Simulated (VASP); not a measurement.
# Ir (P6_3/mmc) in VASP: notebook, part 2 of 2

VASP 6.6.1.

### 6 Single point, HSE06

This run uses another cell than the first one, of 14.92 Å³/atom.

Input file POSCAR:

```
Ir
1.0
    2.7695994713      0.0000000000      0.0000000000
   -1.3847997356      2.3985435004      0.0000000000
    0.0000000000      0.0000000000      4.4918424506
Ir
2
Direct
    0.3333333333      0.6666666667      0.2500000000
    0.6666666667      0.3333333333      0.7500000000
```

Input file INCAR.step1:

```
SYSTEM = Ir
PREC = Accurate
ENCUT = 520
EDIFF = 1E-5
ISMEAR = -1
SIGMA = 0.05
LREAL = .False.
LASPH = .True.
NELM = 100
ALGO = Normal
ISIF = 2
LWAVE = .True.
LCHARG = .False.
NBANDS = 16
GGA = PE
```

Input file INCAR.step2:

```
SYSTEM = Ir
PREC = Accurate
ENCUT = 520
EDIFF = 1E-7
ISMEAR = -1
SIGMA = 0.05
LREAL = .False.
LASPH = .True.
NELM = 100
ALGO = Normal
ISIF = 2
LWAVE = .False.
LCHARG = .False.
GGA = PE
LHFCALC = .True.
HFSCREEN = 0.2079
PRECFOCK = Normal
NBANDS = 16
ISTART = 1
```

Input file KPOINTS:

```
Automatic mesh
0
Gamma
  6 6 4
  0 0 0
```

Potentials or basis: VASP PAW PBE potentials, release 64 (Ir).

On the command line:

```
$ cat potpaw_PBE.64/Ir/POTCAR > POTCAR
$ cp INCAR.step1 INCAR
$ mpirun -np 1 vasp_std > vasp.out
$ cp INCAR.step2 INCAR
$ mpirun -np 1 vasp_std > vasp.out
```

OUTCAR:

```text
SYSTEM = Ir
   PREC = Accurate
   ENCUT = 520
   EDIFF = 1E-7
   ISMEAR = -1
   LREAL = .False.
   LASPH = .True.
   NELM = 100
   ISIF = 2
   GGA = PE
   LHFCALC = .True.
   HFSCREEN = 0.2079
   PRECFOCK = Normal
   ISTART = 1

 ion  position               nearest neighbor table
   1  0.333  0.667  0.250-   2 2.76   2 2.76   2 2.76   2 2.76   2 2.76   2 2.76
   2  0.667  0.333  0.750-   1 2.76   1 2.76   1 2.76   1 2.76   1 2.76   1 2.76

  LATTYP: Found a hexagonal cell.
 ALAT       =     2.7695994713
 C/A-ratio  =     1.6218382828

  Lattice vectors:

 A1 = (   2.7695994713,   0.0000000000,   0.0000000000)
 A2 = (  -1.3847997356,   2.3985435004,   0.0000000000)
 A3 = (   0.0000000000,   0.0000000000,   4.4918424506)

Analysis of symmetry for initial positions (statically):
=====================================================================
 Subroutine PRICEL returns:
 Original cell was already a primitive cell.

 Routine SETGRP: Setting up the symmetry group for a
 hexagonal supercell.

 Subroutine GETGRP returns: Found 24 space group operations
 (whereof 12 operations were pure point group operations)
 out of a pool of 24 trial point group operations.

The static configuration has the point symmetry D_3d.
 The point group associated with its full space group is D_6h.

Analysis of symmetry for dynamics (positions and initial velocities):
=====================================================================
 Subroutine PRICEL returns:
 Original cell was already a primitive cell.

 Routine SETGRP: Setting up the symmetry group for a
 hexagonal supercell.

 Subroutine GETGRP returns: Found 24 space group operations
 (whereof 12 operations were pure point group operations)
 out of a pool of 24 trial point group operations.

[... 119 lines left out ...]
  Fermi-wavevector in a.u.,A,eV,Ry     =   1.383256  2.613975 26.033358  1.913398
  Thomas-Fermi vector in A             =   2.507871
   LORBIT       =      0    0 simple, 1 ext, 2 COOP (PROOUT), +10 PAW based schemes
   GGA     = PE    functional components
   LHFCALC =     T    Hartree Fock is set to
   PRECFOCK=normal    Normal, Fast or Accurate (Low or Medium for compatibility)
   ENCUT4O =  -1.0   cutoff for four orbital integrals eV
   NKREDX  =     1    reduce k-point grid by
   NKREDY  =     1    reduce k-point grid by
   NKREDZ  =     1    reduce k-point grid by
   AEXX    =    0.2500 exact exchange contribution
   HFSCREEN=    0.2079 screening length (either q_TF or 0.3 A-1)
   HFSCREENC=   0.2079 screening length for correlation (either q_TF or 0.3 A-1)
   ENCUTFOCK=  -1.0 apply spherical cutoff to Coloumb kernel
   IVDW    =     0    specifies the selected vdW correction
   LEPSILON=     F    determine dielectric tensor
   LRPA    =     F    only Hartree local field effects (RPA)
 non-spin polarized calculation
  energy-cutoff  :      520.00
  volume of cell :       29.84
 maximum number of plane-waves:       812
 NGX is ok and might be reduce to    24
  NGX = 16; NGY = 16; NGZ = 28

 number of electron      17.9999999 magnetization

 Free energy of the ion-electron system (eV)
  ---------------------------------------------------
  ext. energy  EPLUGINS =         0.00000000
  ---------------------------------------------------
  free energy    TOTEN  =       -20.01384680 eV

  energy without entropy =      -20.00173960  energy(sigma->0) =      -20.00779320

 E-fermi :   8.9717     XC(G=0): -11.1217

 val. band max:        8.9226815087   @ k =   0.5000   0.0000   0.2500
 cond. band min:       9.1705252832   @ k =   0.3333   0.3333   0.0000
 fundamental gap:      0.2478437745
 Fermi energy:         8.9717424177

 k-point     1 :       0.0000    0.0000    0.0000
  band No.  band energies     occupation
      1      -2.4835      2.00000
      2       0.6603      2.00000
      3       4.8628      2.00000
      4       5.0259      2.00000
      5       5.0259      2.00000
      6       5.6877      2.00000
[... 376 lines left out ...]
      3       3.4815      2.00000
      4       3.4815      2.00000
      5       4.8169      2.00000
      6       4.8169      2.00000
[... 8 lines left out ...]
     15      19.6353      0.00000
     16      19.6353      0.00000

------------------------ aborting loop because EDIFF is reached ----------------------------------------

  FORCE on cell =-STRESS in cart. coord.  units (eV):
  Direction    XX          YY          ZZ          XY          YZ          ZX
  --------------------------------------------------------------------------------------
  -------------------------------------------------------------------------------------
  Total       -3.0166312     -3.0166312     -4.5453946     -0.0000000      0.0000000      0.0000000
  in kB     -161.9734095   -161.9734095   -244.0580229     -0.0000000      0.0000000      0.0000000
  external PRESSURE =    -189.3349473 kB  Pullay stress =       0.0000000 kB

 VOLUME and BASIS-vectors are now :
 -----------------------------------------------------------------------------
  energy-cutoff  :      520.00
  volume of cell :       29.84
      direct lattice vectors                 reciprocal lattice vectors
     2.769599471  0.000000000  0.000000000     0.361063038  0.208459842  0.000000000
    -1.384799736  2.398543500  0.000000000     0.000000000  0.416919685  0.000000000
     0.000000000  0.000000000  4.491842451     0.000000000  0.000000000  0.222625796

 POSITION                                       TOTAL-FORCE (eV/Angst)
 -----------------------------------------------------------------------------------
     -0.00000      1.59903      1.12296        -0.000000      0.000000     -0.000000
      1.38480      0.79951      3.36888         0.000000     -0.000000      0.000000
 -----------------------------------------------------------------------------------
    total drift:                               -0.000000      0.000000      0.000000

  FREE ENERGIE OF THE ION-ELECTRON SYSTEM (eV)
  ---------------------------------------------------
  free  energy   TOTEN  =       -20.0138468029 eV

  energy  without entropy=      -20.0017395994  energy(sigma->0) =      -20.00779320
```

OUTCAR.step1:

```text
SYSTEM = Ir
   PREC = Accurate
   ENCUT = 520
   EDIFF = 1E-5
   ISMEAR = -1
   LREAL = .False.
[... 618 lines left out ...]
     -0.00000      1.59903      1.12296         0.000000      0.000000      0.000000
      1.38480      0.79951      3.36888        -0.000000     -0.000000      0.000000
 -----------------------------------------------------------------------------------
    total drift:                                0.000000     -0.000000     -0.000000

  FREE ENERGIE OF THE ION-ELECTRON SYSTEM (eV)
  ---------------------------------------------------
  free  energy   TOTEN  =       -17.5221576174 eV

  energy  without entropy=      -17.5034223106  energy(sigma->0) =      -17.51278996
```

OSZICAR.step1:

```text
N       E                     dE             d eps       ncg     rms          rms(c)
DAV:   1     0.142843165995E+03    0.14284E+03   -0.84295E+03   672   0.112E+03
DAV:   2    -0.146535703169E+02   -0.15750E+03   -0.14150E+03   672   0.306E+02
DAV:   3    -0.186200858284E+02   -0.39665E+01   -0.38891E+01   920   0.575E+01
DAV:   4    -0.186611931006E+02   -0.41107E-01   -0.41094E-01   744   0.499E+00
DAV:   5    -0.186623687077E+02   -0.11756E-02   -0.11756E-02   896   0.883E-01    0.190E+01
DAV:   6    -0.176953153545E+02    0.96705E+00   -0.12926E+00   816   0.146E+01    0.765E+00
DAV:   7    -0.175337222246E+02    0.16159E+00   -0.36887E-01   864   0.733E+00    0.213E+00
DAV:   8    -0.175265154774E+02    0.72067E-02   -0.49623E-03   768   0.610E-01    0.121E+00
DAV:   9    -0.175221489966E+02    0.43665E-02   -0.45599E-03   840   0.837E-01    0.216E-02
DAV:  10    -0.175221576174E+02   -0.86208E-05   -0.30560E-05   880   0.472E-02
   1 F= -.17522158E+02 E0= -.17512790E+02  d E =-.187353E-01
```

It took 51 min on 1 thread of AMD EPYC 7R43 (Zen 3), shared host; peak memory 0.22 GiB.

Results:

- Free energy: -20.0138 eV
- Pressure: -18.9 GPa
- Band gap on the k mesh: zero (bands 9 and 10 overlap by 3.66 eV)

Levels at points of the mesh, in eV from the Fermi level:
```tsv
k point	band 6	band 7	band 8	band 9	band 10	band 11	band 12	band 13
(0.00, 0.00, 0.00)	-3.28	-3.28	-2.49	-2.49	-0.55	0.67	0.67	7.89
(0.50, 0.00, 0.00)	-3.35	-3.04	0.99	1.25	1.40	3.40	5.03	9.23
(0.00, 0.00, 0.50)	-4.09	-4.09	-4.09	-0.32	-0.32	-0.32	-0.32	14.94
(0.50, 0.00, 0.50)	-2.13	-0.73	-0.73	1.28	1.28	2.47	2.47	8.54
```

Caveat: the k points lie up to 0.44 Å⁻¹ apart, too coarse for converged energies and pressures of a metal; the PAW data sets were made with another functional, which shifts forces and pressure a little; spin-orbit coupling is left out, which moves the levels of the heavy elements.

### 7 Summary

| level | potentials or basis | cell | k mesh | cutoff (eV) | grid for exact exchange (PRECFOCK) | share of exact exchange | screening parameter | gap on the mesh (eV) | pressure (GPa) |
| --- | --- | --- | --- | --- | --- | --- | --- | --- | --- |
| PBEsol | VASP PAW PBE potentials, release 64 (Ir_sv_GW) | a = 2.708, b = 2.708, c = 4.391 Å, angles 90.0, 90.0, 120.0°, 2 atoms | 11 × 11 × 6 | 560 | - | - | - | none | 3.1 |
| r2SCAN | VASP PAW PBE potentials, release 64 (Ir_sv_GW) | a = 2.751, b = 2.751, c = 4.462 Å, angles 90.0, 90.0, 120.0°, 2 atoms | 11 × 11 × 6 | 620 | - | - | - | none | -9.6 |
| PBEsol-based screened hybrid with 25 % exact exchange | VASP PAW PBE potentials, release 64 (Ir_sv_GW) | a = 2.722, b = 2.722, c = 4.298 Å, angles 90.0, 90.0, 120.0°, 2 atoms | 6 × 6 × 3 | 420 | Normal | 0.25 | 0.207 1/Å | none | -1.6 |
| PBEsol | VASP PAW PBE potentials, release 64 (Ir_sv_GW) | a = 2.677, b = 2.677, c = 4.344 Å, angles 90.0, 90.0, 120.0°, 2 atoms | 11 × 11 × 6 | 560 | - | - | - | none | 18.1 |
| HSE06 | VASP PAW PBE potentials, release 64 (Ir) | a = 2.770, b = 2.770, c = 4.492 Å, angles 90.0, 90.0, 120.0°, 2 atoms | 6 × 6 × 4 | 520 | Normal | 0.25 | 0.2079 1/Å | none | -18.9 |

Alike in all rows: task single point; no spin polarisation; smearing fermi-dirac 0.05 eV.

Caveats: some runs use coarse meshes; the PAW data sets were made with another functional, which shifts forces and pressure a little; spin-orbit coupling is left out, which moves the levels of the heavy elements; the cell stands under pressure (at least some runs); the cell stands under tension (at least some runs).

Absolute energies hang on the potentials; compare differences alone.

The gap in the log of VASP goes by the Fermi energy; the results here count the filled bands.